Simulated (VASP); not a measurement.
# BaZrO3 (Pm-3m) in VASP: notebook, part 3 of 3

VASP 6.6.1.

### 5 Relaxation of cell and atoms, LDA

This run uses another cell than the first one, of 14.73 Å³/atom.

Input file INCAR:

```
ALGO = Normal ; EDIFF = 1E-6
EDIFFG = -0.01 ; ENCUT = 600
IBRION = 2 ; ISIF = 3
ISMEAR = 0 ; LASPH = True
LCHARG = False ; LREAL = False
LWAVE = False ; NELM = 80
NSW = 80 ; PREC = Accurate
SIGMA = 0.01
```

Input file KPOINTS:

```
k-points
0
Gamma
  5 5 5
```

Input file POSCAR:

```
BaZrO3
1.0
    4.1913400000      0.0000000000      0.0000000000
    0.0000000000      4.1913400000      0.0000000000
    0.0000000000      0.0000000000      4.1913400000
Ba Zr O
1 1 3
Direct
    0.0000000000      0.0000000000      0.0000000000
    0.5000000000      0.5000000000      0.5000000000
    0.0000000000      0.5000000000      0.5000000000
    0.5000000000      0.0000000000      0.5000000000
    0.5000000000      0.5000000000      0.0000000000
```

Potentials or basis: VASP PAW LDA potentials, release 64 (Ba_sv, Zr_sv, O).

On the command line:

```
$ cat potpaw_LDA.64/Ba_sv/POTCAR potpaw_LDA.64/Zr_sv/POTCAR potpaw_LDA.64/O/POTCAR > POTCAR
$ mpirun -np 1 vasp_std > vasp.out
```

OUTCAR:

```text
EDIFF = 1E-6
   EDIFFG = -0.01
   ENCUT = 600
   IBRION = 2
   ISIF = 3
   ISMEAR = 0
   LASPH = True
   LREAL = False
   NELM = 80
   NSW = 80
   PREC = Accurate

 ion  position               nearest neighbor table
   1  0.000  0.000  0.000-   3 2.96   4 2.96   5 2.96   3 2.96   4 2.96   3 2.96   5 2.96   3 2.96
                             4 2.96   5 2.96   4 2.96   5 2.96   2 3.63   2 3.63   2 3.63   2 3.63
   2  0.500  0.500  0.500-   3 2.10   4 2.10   5 2.10   5 2.10   4 2.10   3 2.10   1 3.63   1 3.63
                             1 3.63   1 3.63   1 3.63   1 3.63   1 3.63   1 3.63
   3  0.000  0.500  0.500-   2 2.10   2 2.10   1 2.96   1 2.96   1 2.96   1 2.96
   4  0.500  0.000  0.500-   2 2.10   2 2.10   1 2.96   1 2.96   1 2.96   1 2.96
   5  0.500  0.500  0.000-   2 2.10   2 2.10   1 2.96   1 2.96   1 2.96   1 2.96

  LATTYP: Found a simple cubic cell.
 ALAT       =     4.1913400000

  Lattice vectors:

 A1 = (   4.1913400000,   0.0000000000,   0.0000000000)
 A2 = (   0.0000000000,   4.1913400000,   0.0000000000)
 A3 = (   0.0000000000,   0.0000000000,   4.1913400000)

Analysis of symmetry for initial positions (statically):
=====================================================================
 Subroutine PRICEL returns:
 Original cell was already a primitive cell.

 Routine SETGRP: Setting up the symmetry group for a
 simple cubic supercell.

 Subroutine GETGRP returns: Found 48 space group operations
 (whereof 48 operations were pure point group operations)
 out of a pool of 48 trial point group operations.

The static configuration has the point symmetry O_h .

Analysis of symmetry for dynamics (positions and initial velocities):
=====================================================================
 Subroutine PRICEL returns:
 Original cell was already a primitive cell.

 Routine SETGRP: Setting up the symmetry group for a
 simple cubic supercell.

 Subroutine GETGRP returns: Found 48 space group operations
 (whereof 48 operations were pure point group operations)
 out of a pool of 48 trial point group operations.

The dynamic configuration has the point symmetry O_h .

 Subroutine INISYM returns: Found 48 space group operations
 (whereof 48 operations are pure point group operations),
 and found     1 'primitive' translations

----------------------------------------------------------------------------------------

                                     Primitive cell

  volume of cell :      73.6307

  direct lattice vectors                    reciprocal lattice vectors
     4.191340000  0.000000000  0.000000000     0.238587182  0.000000000  0.000000000
     0.000000000  4.191340000  0.000000000     0.000000000  0.238587182  0.000000000
     0.000000000  0.000000000  4.191340000     0.000000000  0.000000000  0.238587182

  length of vectors
     4.191340000  4.191340000  4.191340000     0.238587182  0.238587182  0.238587182

  position of ions in fractional coordinates (direct lattice)
     0.000000000  0.000000000  0.000000000
     0.500000000  0.500000000  0.500000000
     0.000000000  0.500000000  0.500000000
     0.500000000  0.000000000  0.500000000
     0.500000000  0.500000000  0.000000000

  ion indices of the primitive-cell ions
   primitive index   ion index
                 1           1
                 2           2
                 3           3
                 4           4
                 5           5

----------------------------------------------------------------------------------------

 KPOINTS: k-points

Automatic generation of k-mesh.
 Grid dimensions read from file:
 generate k-points for:    5    5    5

 Generating k-lattice:

  Cartesian coordinates                     Fractional coordinates (reciprocal lattice)
     0.047717436  0.000000000  0.000000000     0.200000000  0.000000000  0.000000000
     0.000000000  0.047717436  0.000000000     0.000000000  0.200000000  0.000000000
     0.000000000  0.000000000  0.047717436     0.000000000  0.000000000  0.200000000

  Length of vectors
     0.047717436  0.047717436  0.047717436

  Shift w.r.t. Gamma in fractional coordinates (k-lattice)
     0.000000000  0.000000000  0.000000000

 Subroutine IBZKPT returns following result:
 ===========================================

 Found     10 irreducible k-points:

 Following reciprocal coordinates:
            Coordinates               Weight
  0.000000  0.000000  0.000000      1.000000
  0.200000  0.000000  0.000000      6.000000
  0.400000  0.000000  0.000000      6.000000
  0.200000  0.200000  0.000000     12.000000
  0.400000  0.200000  0.000000     24.000000
  0.400000  0.400000  0.000000     12.000000
  0.200000  0.200000  0.200000      8.000000
  0.400000  0.200000  0.200000     24.000000
  0.400000  0.400000  0.200000     24.000000
  0.400000  0.400000  0.400000      8.000000
   k-points           NKPTS =     10   k-points in BZ     NKDIM =     10   number of bands    NBANDS=     24
   number of dos      NEDOS =    301   number of ions     NIONS =      5
   total plane-waves  NPLWV =  46656
   dimension x,y,z NGX =    36 NGY =   36 NGZ =   36
   dimension x,y,z NGXF=    72 NGYF=   72 NGZF=   72
   ions per type =               1   1   3
   NGX,Y,Z   is equivalent  to a cutoff of  14.28, 14.28, 14.28 a.u.
   NGXF,Y,Z  is equivalent  to a cutoff of  28.56, 28.56, 28.56 a.u.
 SYSTEM =  unknown system
   PREC   = accura    normal or accurate (medium, high low for compatibility)
   ISTART =      0    job   : 0-new  1-cont  2-samecut
   ICHARG =      2    charge: 1-file 2-atom 10-const
   ISPIN  =      1    spin polarized calculation?
   LNONCOLLINEAR =      F non collinear calculations
   LSORBIT =      F    spin-orbit coupling
   LASPH  =      T    aspherical Exc in radial PAW
   ENCUT  =  600.0 eV  44.10 Ry    6.64 a.u.   8.37  8.37  8.37*2*pi/ulx,y,z
   NELM   =     80;   NELMIN=  2; NELMDL= -5     # of ELM steps
   EDIFF  = 0.1E-05   stopping-criterion for ELM
   LREAL  =      F    real-space projection
   EDIFFG = -.1E-01   stopping-criterion for IOM
   NSW    =     80    number of steps for IOM
   IBRION =      2    ionic relax: 0-MD 1-quasi-New 2-CG
   NFREE  =      1    steps in history (QN), initial steepest desc. (CG)
   ISIF   =      3    stress and relaxation
   ISYM   =      2    0-nonsym 1-usesym 2-fastsym
   POTIM  = 0.5000    time-step for ionic-motion
   TEBEG  =    0.0;   TEEND  =   0.0 temperature during run
   PSTRESS=    0.0 pullay stress
   NELECT =      40.0000    total number of electrons
   NUPDOWN=      -1.0000    fix difference up-down
   EMIN   =  10.00;   EMAX   =-10.00  energy-range for DOS
   EFERMI =   0.00;   METHOD = LEGACY
   ISMEAR =     0;   SIGMA  =   0.01  broadening in eV -4-tet -1-fermi 0-gaus
   EFERMI_NEDOS =   21; number of points for ismear=-14 and -15
   IALGO  =     38    algorithm
   IMIX   =      4    mixing-type and parameters
     AMIX     =   0.40;   BMIX     =  1.00
     AMIX_MAG =   1.60;   BMIX_MAG =  1.00
  volume/ion in A,a.u.               =      14.73        99.38
  Fermi-wavevector in a.u.,A,eV,Ry     =   1.335802  2.524299 24.277770  1.784366
  Thomas-Fermi vector in A             =   2.464478
   LORBIT       =      0    0 simple, 1 ext, 2 COOP (PROOUT), +10 PAW based schemes
   GGA     = CA    functional components
   LHFCALC =     F    Hartree Fock is set to
   AEXX    =    0.0000 exact exchange contribution
   IVDW    =     0    specifies the selected vdW correction
   LEPSILON=     F    determine dielectric tensor
   LRPA    =     F    only Hartree local field effects (RPA)
 conjugate gradient relaxation of ions
 non-spin polarized calculation
 Gauss-broadening in eV      SIGMA  =   0.01
  energy-cutoff  :      600.00
  volume of cell :       73.63
 maximum number of plane-waves:      2517
 NGX is ok and might be reduce to    36
   NGX = 17   NGY = 17   NGZ = 17

--------------------------------------- Ionic step        1  -------------------------------------------

 number of electron      40.0000010 magnetization

 Free energy of the ion-electron system (eV)
  ---------------------------------------------------
  ext. energy  EPLUGINS =         0.00000000
  ---------------------------------------------------
  free energy    TOTEN  =       -45.72813987 eV

  energy without entropy =      -45.72813987  energy(sigma->0) =      -45.72813987

------------------------ aborting loop because EDIFF is reached ----------------------------------------

  FORCE on cell =-STRESS in cart. coord.  units (eV):
  Direction    XX          YY          ZZ          XY          YZ          ZX
  --------------------------------------------------------------------------------------
  -------------------------------------------------------------------------------------
  Total       -1.8358739     -1.8358739     -1.8358739      0.0000000      0.0000000     -0.0000000
  in kB      -39.9479737    -39.9479737    -39.9479737      0.0000000      0.0000000     -0.0000000
  external PRESSURE =     -39.9479737 kB  Pullay stress =       0.0000000 kB
[... 63 lines left out ...]
  energy  without entropy=      -45.7156244068  energy(sigma->0) =      -45.71562441

--------------------------------------- Ionic step        3  -------------------------------------------

 number of electron      39.9999994 magnetization

 Free energy of the ion-electron system (eV)
  ---------------------------------------------------
  ext. energy  EPLUGINS =         0.00000000
  ---------------------------------------------------
  free energy    TOTEN  =       -45.75047081 eV

  energy without entropy =      -45.75047081  energy(sigma->0) =      -45.75047081

 E-fermi :   3.5809     XC(G=0): -11.3561

 val. band max:        3.5340117107   @ k =   0.4000   0.4000   0.4000
 cond. band min:       6.7622909574   @ k =   0.0000   0.0000   0.0000
 fundamental gap:      3.2282792467
 Fermi energy:         3.5809264222

 k-point     1 :       0.0000    0.0000    0.0000
  band No.  band energies     occupation
      1     -42.8706      2.00000
      2     -21.4193      2.00000
      3     -21.2437      2.00000
      4     -21.2437      2.00000
      5     -21.2437      2.00000
      6     -12.4523      2.00000
[... 291 lines left out ...]
  FREE ENERGIE OF THE ION-ELECTRON SYSTEM (eV)
  ---------------------------------------------------
  free  energy   TOTEN  =       -45.7504708141 eV

  energy  without entropy=      -45.7504708141  energy(sigma->0) =      -45.75047081

 reached required accuracy - stopping structural energy minimisation
```

OSZICAR:

```text
N       E                     dE             d eps       ncg     rms          rms(c)
DAV:   1     0.348176757136E+03    0.34818E+03   -0.23963E+04   480   0.183E+03
DAV:   2    -0.309525385517E+02   -0.37913E+03   -0.37140E+03   624   0.412E+02
DAV:   3    -0.525923212706E+02   -0.21640E+02   -0.21615E+02   776   0.984E+01
[... 28 lines left out ...]
DAV:   5    -0.457495367550E+02   -0.10453E-02   -0.14550E-03   648   0.230E-01    0.210E-01
DAV:   6    -0.457504440885E+02   -0.90733E-03   -0.22951E-03   776   0.271E-01    0.303E-02
DAV:   7    -0.457504662644E+02   -0.22176E-04   -0.29329E-04   656   0.920E-02    0.204E-02
DAV:   8    -0.457504704078E+02   -0.41434E-05   -0.31770E-05   608   0.363E-02    0.430E-03
DAV:   9    -0.457504708141E+02   -0.40632E-06   -0.17069E-06   464   0.838E-03
   3 F= -.45750471E+02 E0= -.45750471E+02  d E =-.223309E-01
```

Run time: 70 s. Hardware: 1 thread of Intel Xeon 8259CL, shared host; peak memory 0.2 GiB.

What came out:

```
Free energy                           : -45.7505 eV
Relaxed volume                        : 14.38 Å³/atom
Relaxed cell                          : a = 4.158 Å, b = 4.158 Å, c = 4.158 Å, α = 90.00°, β = 90.00°, γ = 90.00°
Space group after relaxing (to 0.1 Å) : Pm-3m (No. 221)
Energy gained by relaxing             : 4.5 meV/atom
Ionic steps                           : 3
Pressure after relaxing               : 0.0 GPa
Band gap on the k mesh                : 3.23 eV (least direct gap 3.31 eV)
```

Step by step:
```csv
step,energy change (eV),largest force (eV/Å),pressure (GPa),volume (Å³)
1,0.0000,0.0000,-3.99,73.63
2,0.0125,0.0000,5.49,69.79
3,-0.0223,0.0000,-0.03,71.89
```

Final structure:
```
CELL_PARAMETERS angstrom
4.15799 0.00000 0.00000
0.00000 4.15799 0.00000
0.00000 0.00000 4.15799
ATOMIC_POSITIONS crystal
Ba 0.00000 0.00000 0.00000
Zr 0.50000 0.50000 0.50000
O 0.00000 0.50000 0.50000
O 0.50000 0.00000 0.50000
O 0.50000 0.50000 0.00000
```

Caveat: spin-orbit coupling is left out, which moves the levels of the heavy elements; an odd mesh through Γ misses points on the zone boundary, where band edges can lie. Zero-point motion and thermal expansion aren't in these numbers.

### 6 Relaxation of cell and atoms, RPBE

This run uses another cell than the first one, of 14.73 Å³/atom.

Input file INCAR:

```
SYSTEM = BaZrO3
PREC     = Accurate       ! precision mode
ENCUT    = 600            ! plane-wave cutoff, eV
EDIFF    = 1E-6           ! SCF threshold, eV
ISMEAR   = 0              ! smearing method
SIGMA    = 0.01           ! smearing width, eV
LREAL    = .False.        ! projectors in reciprocal space
LASPH    = .True.         ! aspherical terms in the spheres
NELM     = 80             ! most SCF steps
ALGO     = Normal         ! electronic algorithm
ISIF     = 3              ! what is computed and relaxed
LWAVE    = .False.        ! write WAVECAR
LCHARG   = .False.        ! write CHGCAR
GGA      = RP             ! functional
IBRION   = 2              ! ionic algorithm
NSW      = 80             ! ionic steps
EDIFFG   = -0.01          ! ionic threshold
```

Input file KPOINTS:

```
Automatic mesh
0
Gamma
  5 5 5
  0 0 0
```

POSCAR is that of step 5.

Potentials or basis: VASP PAW PBE potentials, release 64 (Ba_sv, Zr_sv, O).

On the command line:

```
$ cat potpaw_PBE.64/Ba_sv/POTCAR potpaw_PBE.64/Zr_sv/POTCAR potpaw_PBE.64/O/POTCAR > POTCAR
$ mpirun -np 1 vasp_std > vasp.out
```

Run time: 88 s. Hardware: 1 thread of Intel Xeon 8259CL, shared host; peak memory 0.23 GiB.

Results (log left out):

| Item | Value |
| --- | --- |
| Free energy | -39.7338 eV |
| Relaxed volume | 15.56 Å³/atom |
| Relaxed cell | a = 4.269 Å, b = 4.269 Å, c = 4.269 Å, α = 90.00°, β = 90.00°, γ = 90.00° |
| Space group after relaxing (to 0.1 Å) | Pm-3m (No. 221) |
| Energy gained by relaxing | 20.8 meV/atom |
| Ionic steps | 3 |
| Pressure after relaxing | 0.0 GPa |
| Band gap on the k mesh | 3.21 eV (least direct gap 3.39 eV) |

Step by step:
| step | energy change (eV) | largest force (eV/Å) | pressure (GPa) | volume (Å³) |
| --- | --- | --- | --- | --- |
| 1 | 0.0000 | 0.0000 | 8.50 | 73.63 |
| 2 | -0.0026 | 0.0000 | -6.85 | 82.27 |
| 3 | -0.1041 | 0.0000 | -0.04 | 77.80 |

Final structure:
```
Ba Zr O
1.0
     4.26895    0.00000    0.00000
     0.00000    4.26895    0.00000
     0.00000    0.00000    4.26895
Ba Zr O
1 1 3
Direct
  0.00000 0.00000 0.00000
  0.50000 0.50000 0.50000
  0.00000 0.50000 0.50000
  0.50000 0.00000 0.50000
  0.50000 0.50000 0.00000
```

Levels at points of the mesh, in eV from the valence-band top:
```
           k point  band 16  band 17  band 18  band 19  band 20  band 21  band 22  band 23  band 24
(0.00, 0.00, 0.00)    -0.81    -0.81    -0.18    -0.18    -0.18     3.21     3.21     3.21     4.79
```

Caveat: the PAW data sets were made with another functional, which shifts forces and pressure a little; spin-orbit coupling is left out, which moves the levels of the heavy elements; an odd mesh through Γ misses points on the zone boundary, where band edges can lie. RPBE and its kin give volumes clearly too large for solids.

### 7 Relaxation of cell and atoms, r2SCAN

This run uses another cell than the first one, of 14.73 Å³/atom.

POSCAR is that of step 6.

Input file INCAR.step1:

```
SYSTEM = BaZrO3
PREC = Accurate
ENCUT = 600
ISMEAR = 0
SIGMA = 0.01
LREAL = .FALSE.
LASPH = .TRUE.
NELM = 60
GGA = PE
ALGO = Normal
EDIFF = 1E-4
LWAVE = .TRUE.
LCHARG = .FALSE.
```

Input file INCAR.step2:

```
SYSTEM = BaZrO3
PREC = Accurate
ENCUT = 600
EDIFF = 1E-7
ISMEAR = 0
SIGMA = 0.01
LREAL = .FALSE.
LASPH = .TRUE.
NELM = 60
ALGO = Normal
ISIF = 3
LWAVE = .FALSE.
LCHARG = .FALSE.
METAGGA = R2SCAN
LMIXTAU = .TRUE.
IBRION = 2
NSW = 80
EDIFFG = -0.01
ISTART = 1
```

Input file KPOINTS:

```
regular mesh
0
G
  5 5 5
  0 0 0
```

On the command line:

```
$ cat potpaw_PBE.64/Ba_sv/POTCAR potpaw_PBE.64/Zr_sv/POTCAR potpaw_PBE.64/O/POTCAR > POTCAR
$ cp INCAR.step1 INCAR
$ mpirun -np 1 vasp_std > vasp.out
$ cp INCAR.step2 INCAR
$ mpirun -np 1 vasp_std > vasp.out
```

Wall time 6.8 min (1 thread of Intel Xeon 8259CL, shared host); peak memory 0.24 GiB.

Results (log left out):

* Free energy: -85.1118 eV
* Relaxed volume: 14.95 Å³/atom
* Relaxed cell: a = 4.213 Å, b = 4.213 Å, c = 4.213 Å, α = 90.00°, β = 90.00°, γ = 90.00°
* Space group after relaxing (to 0.1 Å): Pm-3m (No. 221)
* Energy gained by relaxing: 1.8 meV/atom
* Ionic steps: 3
* Pressure after relaxing: 0.0 GPa
* Band gap on the k mesh: 3.77 eV (least direct gap 3.93 eV)

Step by step:
```csv
step,energy change (eV),largest force (eV/Å),pressure (GPa),volume (Å³)
1,0.0000,0.0000,2.55,73.63
2,0.0040,0.0000,-2.90,76.16
3,-0.0089,0.0000,0.01,74.76
```

Final structure:
```
CELL_PARAMETERS angstrom
4.21269 0.00000 0.00000
0.00000 4.21269 0.00000
0.00000 0.00000 4.21269
ATOMIC_POSITIONS crystal
Ba 0.00000 0.00000 0.00000
Zr 0.50000 0.50000 0.50000
O 0.00000 0.50000 0.50000
O 0.50000 0.00000 0.50000
O 0.50000 0.50000 0.00000
```

Levels at points of the mesh, in eV from the valence-band top:
| k point | band 18 | band 19 | band 20 | band 21 | band 22 | band 23 |
| --- | --- | --- | --- | --- | --- | --- |
| (0.00, 0.00, 0.00) | -0.16 | -0.16 | -0.16 | 3.77 | 3.77 | 3.77 |

Caveat: the PAW data sets were made with another functional, which shifts forces and pressure a little; spin-orbit coupling is left out, which moves the levels of the heavy elements; an odd mesh through Γ misses points on the zone boundary, where band edges can lie. r2SCAN opens gaps a little over a GGA but as a rule still falls short of measured ones.

### 8 The runs side by side

| task | level | potentials or basis | cell | cutoff (eV) | gap on the mesh (eV) | pressure (GPa) | relaxed volume (Å³/atom) |
| --- | --- | --- | --- | --- | --- | --- | --- |
| single point | LDA | VASP PAW LDA potentials, release 64 (Ba_sv, Zr_sv, O) | a = 4.147 Å, 5 atoms | 520 | 3.24 | 1.5 | - |
| single point | RPBE | VASP PAW PBE potentials, release 64 (Ba_sv, Zr_sv, O) | a = 4.261 Å, 5 atoms | 520 | 3.22 | 0.8 | - |
| single point | r2SCAN | VASP PAW PBE potentials, release 64 (Ba_sv, Zr_sv, O) | a = 4.205 Å, 5 atoms | 520 | 3.78 | 1.0 | - |
| relaxation of cell and atoms | LDA | VASP PAW LDA potentials, release 64 (Ba_sv, Zr_sv, O) | relaxed from a = 4.191 Å, 5 atoms | 600 | 3.23 | 0.0 | 14.38 |
| relaxation of cell and atoms | RPBE | VASP PAW PBE potentials, release 64 (Ba_sv, Zr_sv, O) | relaxed from a = 4.191 Å, 5 atoms | 600 | 3.21 | 0.0 | 15.56 |
| relaxation of cell and atoms | r2SCAN | VASP PAW PBE potentials, release 64 (Ba_sv, Zr_sv, O) | relaxed from a = 4.191 Å, 5 atoms | 600 | 3.77 | 0.0 | 14.95 |

Alike in all rows: no spin polarisation; k mesh 5 × 5 × 5; smearing gaussian 0.01 eV.

Caveats: spin-orbit coupling is left out, which moves the levels of the heavy elements; an odd mesh through Γ misses points on the zone boundary, where band edges can lie; the PAW data sets were made with another functional, which shifts forces and pressure a little (at least some runs).

Absolute energies hang on the potentials; compare differences alone.
